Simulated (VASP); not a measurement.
# Pt (a cell with a defect) in VASP: single point with PBE

Aim: the single point of Pt (a cell with a defect) with PBE.

Everything below comes from runs of VASP 6.6.1. Logs are shortened: lines on timing, memory, paths and dates and some standing lists are left out, and cuts for length are marked.

## (1) The cell of the first run

The cell holds a defect, 35 atoms: a = 8.421 Å, b = 8.421 Å, c = 11.228 Å, α = 60.00°, β = 60.00°, γ = 60.00°.

## (2) Single point, PBE

Input file INCAR:

```
PREC     = Accurate       # precision mode
ENCUT    = 400            # plane-wave cutoff, eV
EDIFF    = 1E-6           # SCF threshold, eV
ISMEAR   = 1              # smearing method
SIGMA    = 0.1            # smearing width, eV
LREAL    = Auto         
LASPH    = T              # aspherical terms in the spheres
NELM     = 120            # most SCF steps
ALGO     = Normal         # electronic algorithm
ISIF     = 2              # what is computed and relaxed
LWAVE    = F              # write WAVECAR
LCHARG   = F              # write CHGCAR
GGA      = PE             # functional
NBANDS   = 198            # bands
GGA_COMPAT= F
```

Input file KPOINTS:

```
Automatic mesh
0
Gamma
  2 2 2
```

Input file POSCAR:

```
Pt
1.0
    0.0000000000      5.9543200400      5.9543200400
    5.9543200400      0.0000000000      5.9543200400
    7.9390933900      7.9390933900      0.0000000000
Pt
35
Direct
   -0.0000562500      0.0017792800      0.0013751000
   -0.0010468800     -0.0046074900      0.2596551500
   -0.3142069500      0.2844765100      0.5533754400
    0.0014594700      0.0077638600      0.7433285800
   -0.0034826700      0.3339259400      0.0075635600
    0.0008667500      0.3253760200      0.2576441800
   -0.0015440900      0.3315744900      0.5002548400
    0.0079339900      0.3294333700      0.7500883800
    0.0039544600      0.6685627400     -0.0046166900
   -0.0076814100      0.6738899400      0.2525241200
    0.0019147400      0.6715666800      0.5026284800
   -0.0008299600      0.6781546500      0.7452931400
    0.3189654000      0.0412791100     -0.0509482900
    0.3173567100      0.0396757100      0.2014414500
    0.3080932400      0.0345248400      0.4516510100
    0.3276764200      0.0395682300      0.6916273600
    0.3210693000      0.3705184900     -0.0496023900
    0.3153847100      0.3760406900      0.1999594800
    0.3178666400      0.3721600700      0.4509785500
    0.3213459300      0.3794948000      0.6946494700
    0.3226760000      0.7115944100     -0.0551020000
    0.3184437400      0.7042710300      0.2019489600
    0.3142591600      0.7189251600      0.4496819300
    0.3209606300      0.7061100200      0.6990402500
    0.6812116300     -0.0387427800      0.0543441400
    0.6726130800     -0.0362942900      0.3115068700
    0.6922288600     -0.0313881400      0.5517109100
    0.6826341300     -0.0363462300      0.8019309600
    0.6775720500      0.2913672400      0.0580601300
    0.6793468600      0.2968598100      0.3040269600
    0.6818486100      0.2987453300      0.8010859000
    0.6792538600      0.6322758000      0.0525791800
    0.6786103600      0.6237698500      0.3082953700
    0.6825104900      0.6310627300      0.5516697900
    0.6849486500      0.6272688600      0.8026987900
```

Potentials or basis: VASP PAW PBE potentials, release 64 (Pt).

Command:

```console
cat potpaw_PBE.64/Pt/POTCAR > POTCAR
mpirun -np 1 vasp_std > vasp.out
```

OUTCAR:

```text
PREC = Accurate
   ENCUT = 400
   EDIFF = 1E-6
   ISMEAR = 1
   LREAL = Auto
   LASPH = T
   NELM = 120
   ISIF = 2
   GGA = PE

 ion  position               nearest neighbor table
   1  1.000  0.002  0.001-  25 2.61  13 2.61  29 2.63  21 2.64   8 2.79  10 2.79   5 2.82   9 2.82
                             4 2.87   2 2.87  16 3.16  26 3.16  31 3.49
   2  0.999  0.995  0.260-  14 2.60  22 2.63  26 2.63  30 2.65  11 2.73   6 2.78  10 2.78   5 2.84
                             1 2.87  27 2.97  13 3.14  23 3.40
   3  0.686  0.284  0.553-  20 2.55   7 2.58  27 2.64  28 2.75  30 2.78  33 2.81  31 2.83  34 2.90
                             6 3.02   4 3.40  19 3.45
   4  0.001  0.008  0.743-  28 2.60  31 2.63  16 2.63  24 2.65   7 2.73  12 2.77   8 2.78   9 2.84
                             1 2.87  15 2.97  25 3.15   3 3.40
   5  0.997  0.334  0.008-  17 2.62  29 2.63  32 2.63  13 2.65   9 2.78   6 2.79   1 2.82   2 2.84
                             8 2.86  12 2.92  30 3.04  20 3.17  14 3.46  35 3.49
   6  0.001  0.325  0.258-  14 2.59  18 2.60  30 2.60  33 2.66   7 2.74   2 2.78   5 2.79  10 2.87
                             9 2.92   3 3.02  17 3.12  15 3.38
   7  0.998  0.332  0.500-   3 2.58  15 2.60  19 2.63  34 2.64   4 2.73   6 2.74  10 2.83   8 2.84
                            11 2.89  18 3.06  31 3.06  33 3.44
   8  0.008  0.329  0.750-  20 2.60  16 2.63  31 2.63  35 2.66   4 2.78   1 2.79  11 2.83   7 2.84
                             5 2.86  12 2.87  19 3.03  29 3.16  13 3.44
   9  0.004  0.669  0.995-  32 2.62  21 2.63  17 2.63  25 2.65   5 2.78  12 2.79   1 2.82   4 2.84
                            10 2.86   6 2.92  24 3.03  33 3.17  28 3.46  18 3.48
  10  0.992  0.674  0.253-  33 2.60  26 2.63  22 2.63  18 2.66   2 2.78   1 2.79   7 2.83  11 2.84
                             9 2.86   6 2.87  34 3.03  21 3.15  25 3.43
  11  0.002  0.672  0.503-  23 2.58  27 2.60  34 2.63  19 2.64   2 2.73  12 2.74   8 2.83  10 2.84
                             7 2.89  35 3.06  22 3.06  20 3.44
  12  0.999  0.678  0.745-  28 2.59  35 2.60  24 2.60  20 2.66  11 2.74   4 2.77   9 2.79   8 2.87
                             5 2.92  23 3.02  32 3.12  27 3.37
  13  0.319  0.041  0.949-  28 2.56   1 2.61   5 2.65  21 2.78  17 2.79  14 2.82  22 2.84  20 2.85
                            16 2.86   2 3.14  32 3.39   8 3.44  25 3.45
  14  0.317  0.040  0.201-  25 2.56   6 2.59   2 2.60  23 2.74  15 2.75  17 2.80  18 2.82  22 2.82
                            13 2.82  33 3.43  26 3.45   5 3.46
  15  0.308  0.035  0.452-  26 2.56   7 2.60  23 2.64  14 2.75  24 2.77  16 2.80  18 2.85  19 2.88
                             4 2.97   6 3.38  34 3.43
  16  0.328  0.040  0.692-  27 2.56   8 2.63   4 2.63  19 2.75  24 2.80  15 2.80  21 2.80  20 2.85
                            13 2.86   1 3.16  35 3.41  28 3.45
  17  0.321  0.371  0.950-  31 2.55   5 2.62   9 2.63  13 2.79  18 2.80  14 2.80  24 2.82  20 2.83
                            21 2.85   6 3.12  25 3.39  29 3.43
  18  0.315  0.376  0.200-  29 2.54   6 2.60  10 2.66  22 2.79  17 2.80  19 2.81  14 2.82  21 2.85
[... 21 lines left out ...]
  29  0.678  0.291  0.058-  18 2.54   5 2.63   1 2.63  25 2.79  30 2.79  26 2.80  31 2.84  32 2.85
                            35 2.85   8 3.16  17 3.43  21 3.43
  30  0.679  0.297  0.304-  19 2.55   6 2.60   2 2.65  33 2.77  27 2.77   3 2.78  29 2.79  26 2.79
                            32 2.82   5 3.04  22 3.38  18 3.46
  31  0.682  0.299  0.801-  17 2.55   4 2.63   8 2.63  35 2.79  34 2.80  28 2.81   3 2.83  29 2.84
                            25 2.84   7 3.06  24 3.38  20 3.44   1 3.49
  32  0.679  0.632  0.053-  22 2.55   9 2.62   5 2.63  25 2.79  28 2.80  35 2.80  30 2.82  33 2.83
                            29 2.85  12 3.12  13 3.39  21 3.43
  33  0.679  0.624  0.308-  23 2.55  10 2.60   6 2.66  30 2.77  34 2.78   3 2.81  32 2.83  25 2.85
                            26 2.86   9 3.17  14 3.43   7 3.44  22 3.44
  34  0.683  0.631  0.552-  24 2.55  11 2.63   7 2.64  26 2.75  33 2.78  31 2.80  35 2.81  27 2.88
                             3 2.90  10 3.03  15 3.43  23 3.45
  35  0.685  0.627  0.803-  21 2.54  12 2.60   8 2.66  31 2.79  32 2.80  34 2.81  28 2.82  27 2.85
                            29 2.85  11 3.06  16 3.41  24 3.46   5 3.49

  LATTYP: Found a base centered monoclinic cell.
 ALAT       =    14.5850458632
 B/A-ratio  =     0.5773502692
 C/A-ratio  =     0.7698003592
 COS(beta)  =    -0.5773502692

  Lattice vectors:

 A1 = (  -0.0000000000,  -5.9543200400,  -5.9543200400)
 A2 = (  -5.9543200400,   0.0000000000,  -5.9543200400)
 A3 = (   7.9390933900,   7.9390933900,   0.0000000000)

Analysis of symmetry for initial positions (statically):
=====================================================================
 Subroutine PRICEL returns:
 Original cell was already a primitive cell.

 Routine SETGRP: Setting up the symmetry group for a
 base centered monoclinic supercell.

 Subroutine GETGRP returns: Found  1 space group operations
 (whereof  1 operations were pure point group operations)
 out of a pool of  4 trial point group operations.

The static configuration has the point symmetry C_1 .

Analysis of symmetry for dynamics (positions and initial velocities):
=====================================================================
[... 128 lines left out ...]

 Found      8 irreducible k-points:

 Following reciprocal coordinates:
            Coordinates               Weight
  0.000000  0.000000  0.000000      1.000000
  0.500000  0.000000  0.000000      1.000000
  0.000000  0.500000  0.000000      1.000000
  0.500000  0.500000  0.000000      1.000000
  0.000000  0.000000  0.500000      1.000000
  0.500000  0.000000  0.500000      1.000000
  0.000000  0.500000  0.500000      1.000000
  0.500000  0.500000  0.500000      1.000000
   k-points           NKPTS =      8   k-points in BZ     NKDIM =      8   number of bands    NBANDS=    198
   number of dos      NEDOS =    301   number of ions     NIONS =     35
   total plane-waves  NPLWV = 250880
   dimension x,y,z NGX =    56 NGY =   56 NGZ =   80
   dimension x,y,z NGXF=   112 NGYF=  112 NGZF=  160
   ions per type =              35
   NGX,Y,Z   is equivalent  to a cutoff of  11.06, 11.06, 11.85 a.u.
   NGXF,Y,Z  is equivalent  to a cutoff of  22.11, 22.11, 23.69 a.u.
 SYSTEM =  unknown system
   PREC   = accura    normal or accurate (medium, high low for compatibility)
   ISTART =      0    job   : 0-new  1-cont  2-samecut
   ICHARG =      2    charge: 1-file 2-atom 10-const
   ISPIN  =      1    spin polarized calculation?
   LNONCOLLINEAR =      F non collinear calculations
   LSORBIT =      F    spin-orbit coupling
   LASPH  =      T    aspherical Exc in radial PAW
   ENCUT  =  400.0 eV  29.40 Ry    5.42 a.u.  13.73 13.73 18.31*2*pi/ulx,y,z
   NELM   =    120;   NELMIN=  2; NELMDL= -5     # of ELM steps
   EDIFF  = 0.1E-05   stopping-criterion for ELM
   LREAL  =      T    real-space projection
   EDIFFG = 0.1E-04   stopping-criterion for IOM
   NSW    =      0    number of steps for IOM
   IBRION =     -1    ionic relax: 0-MD 1-quasi-New 2-CG
   NFREE  =      0    steps in history (QN), initial steepest desc. (CG)
   ISIF   =      2    stress and relaxation
   ISYM   =      2    0-nonsym 1-usesym 2-fastsym
   POTIM  = 0.5000    time-step for ionic-motion
   TEBEG  =    0.0;   TEEND  =   0.0 temperature during run
   PSTRESS=    0.0 pullay stress
   NELECT =     350.0000    total number of electrons
   NUPDOWN=      -1.0000    fix difference up-down
   EMIN   =  10.00;   EMAX   =-10.00  energy-range for DOS
   EFERMI =   0.00;   METHOD = LEGACY
   ISMEAR =     1;   SIGMA  =   0.10  broadening in eV -4-tet -1-fermi 0-gaus
   EFERMI_NEDOS =   21; number of points for ismear=-14 and -15
   IALGO  =     38    algorithm
   IMIX   =      4    mixing-type and parameters
     AMIX     =   0.40;   BMIX     =  1.00
     AMIX_MAG =   1.60;   BMIX_MAG =  1.00
  volume/ion in A,a.u.               =      16.08       108.54
  Fermi-wavevector in a.u.,A,eV,Ry     =   1.397255  2.640430 26.562958  1.952322
  Thomas-Fermi vector in A             =   2.520529
   LORBIT       =      0    0 simple, 1 ext, 2 COOP (PROOUT), +10 PAW based schemes
   GGA     = PE    functional components
   LHFCALC =     F    Hartree Fock is set to
   AEXX    =    0.0000 exact exchange contribution
   IVDW    =     0    specifies the selected vdW correction
   LEPSILON=     F    determine dielectric tensor
   LRPA    =     F    only Hartree local field effects (RPA)
 non-spin polarized calculation
 Methfessel and Paxton  Order N= 1 SIGMA  =   0.10
  energy-cutoff  :      400.00
  volume of cell :      562.94
 maximum number of plane-waves:     10248
 NGX is ok and might be reduce to    56
   NGX = 27   NGY = 27   NGZ = 37

 number of electron     350.0000007 magnetization

 Free energy of the ion-electron system (eV)
  ---------------------------------------------------
  ext. energy  EPLUGINS =         0.00000000
  ---------------------------------------------------
  free energy    TOTEN  =      -207.87713950 eV

  energy without entropy =     -207.88311285  energy(sigma->0) =     -207.87913062

 E-fermi :  10.1336     XC(G=0): -13.0377

 val. band max:       10.1309841017   @ k =   0.0000   0.0000   0.0000
 cond. band min:      10.1395927372   @ k =   0.5000   0.0000   0.0000
 fundamental gap:      0.0086086355
 Fermi energy:        10.1336260585

 k-point     1 :       0.0000    0.0000    0.0000
  band No.  band energies     occupation
      1       0.4756      2.00000
      2       2.2760      2.00000
      3       2.4406      2.00000
      4       3.0246      2.00000
      5       3.0713      2.00000
      6       3.1301      2.00000
[... 1509 lines left out ...]
    186      11.3338     -0.00000
    187      11.6597     -0.00000
 [bands above 187 left out]

------------------------ aborting loop because EDIFF is reached ----------------------------------------

  FORCE on cell =-STRESS in cart. coord.  units (eV):
  Direction    XX          YY          ZZ          XY          YZ          ZX
  --------------------------------------------------------------------------------------
  -------------------------------------------------------------------------------------
  Total       20.7763729     16.0292221     20.0720858    -29.5205532     36.9448474    -25.4827264
  in kB       59.1309776     45.6202620     57.1265285    -84.0175126    105.1475613    -72.5255816
  external PRESSURE =      53.9592560 kB  Pullay stress =       0.0000000 kB

 VOLUME and BASIS-vectors are now :
 -----------------------------------------------------------------------------
  energy-cutoff  :      400.00
  volume of cell :      562.94
      direct lattice vectors                 reciprocal lattice vectors
     0.000000000  5.954320040  5.954320040    -0.083972645  0.083972645  0.083972645
     5.954320040  0.000000000  5.954320040     0.083972645 -0.083972645  0.083972645
     7.939093390  7.939093390  0.000000000     0.062979483  0.062979483 -0.062979483

 POSITION                                       TOTAL-FORCE (eV/Angst)
 -----------------------------------------------------------------------------------
      0.02151      5.96490      5.96458        -0.016956      0.016804     -0.001823
      7.98831      8.00951     11.87497         0.205845     -0.084148     -0.022588
      6.08716      8.47673      5.77730        -0.289840     -0.134927      0.364554
      5.94758      5.91005      0.05492        -0.209168      0.076943      0.008391
      2.04835      5.99363      7.92189        -0.166164      0.117804     -0.057150
      3.98285      2.05062      1.94255         0.397225     -0.046811     -0.081424
[... 27 lines left out ...]
      8.13731      8.44364      7.82144         0.009706     -0.436185     -0.141888
     10.10766     10.45110      7.81336        -0.152182     -0.471570     -0.051457
 -----------------------------------------------------------------------------------
    total drift:                               -0.007520     -0.003112     -0.004658

  FREE ENERGIE OF THE ION-ELECTRON SYSTEM (eV)
  ---------------------------------------------------
  free  energy   TOTEN  =      -207.8771395018 eV

  energy  without entropy=     -207.8831128532  energy(sigma->0) =     -207.87913062
```

Run time: 59 min. Hardware: 1 thread of Intel Xeon 8259CL, shared host; peak memory 0.79 GiB.

Results:

| Quantity | Value |
| --- | --- |
| Free energy | -207.8771 eV |
| Pressure | 5.4 GPa |
| Largest force | 0.698 eV/Å |
| Band gap on the k mesh | zero (bands 175 and 176 overlap by 0.36 eV) |

Forces on the atoms (eV/Å):
```
Pt  -0.017  0.017 -0.002
Pt   0.206 -0.084 -0.023
Pt  -0.290 -0.135  0.365
Pt  -0.209  0.077  0.008
Pt  -0.166  0.118 -0.057
Pt   0.397 -0.047 -0.081
Pt  -0.144 -0.057 -0.049
Pt   0.279 -0.159 -0.010
Pt   0.194 -0.137  0.071
Pt  -0.267  0.159  0.006
Pt   0.149  0.041  0.045
Pt  -0.405  0.050  0.075
Pt   0.077  0.435  0.225
Pt  -0.157  0.605  0.168
Pt   0.294 -0.011 -0.227
Pt   0.048  0.639  0.114
Pt  -0.022  0.501  0.078
Pt   0.164  0.481  0.037
Pt   0.005  0.446  0.137
Pt  -0.057  0.695  0.020
Pt   0.042  0.636 -0.088
Pt   0.051  0.449  0.147
Pt   0.291  0.139 -0.369
Pt   0.119  0.604  0.148
Pt  -0.082 -0.437 -0.219
Pt  -0.057 -0.640 -0.110
Pt  -0.311  0.003  0.235
Pt   0.138 -0.601 -0.153
Pt  -0.032 -0.641  0.087
Pt  -0.122 -0.596 -0.142
Pt  -0.044 -0.452 -0.148
Pt   0.013 -0.503 -0.075
Pt   0.058 -0.686 -0.018
Pt   0.010 -0.436 -0.142
Pt  -0.152 -0.472 -0.051
```

Stress tensor (GPa, compression positive):
```
 5.91 -8.40 -7.25
-8.40  4.56 10.51
-7.25 10.51  5.71
```

Caveat: the k points lie up to 0.46 Å⁻¹ apart; spin-orbit coupling is left out, which moves the levels of the heavy elements.
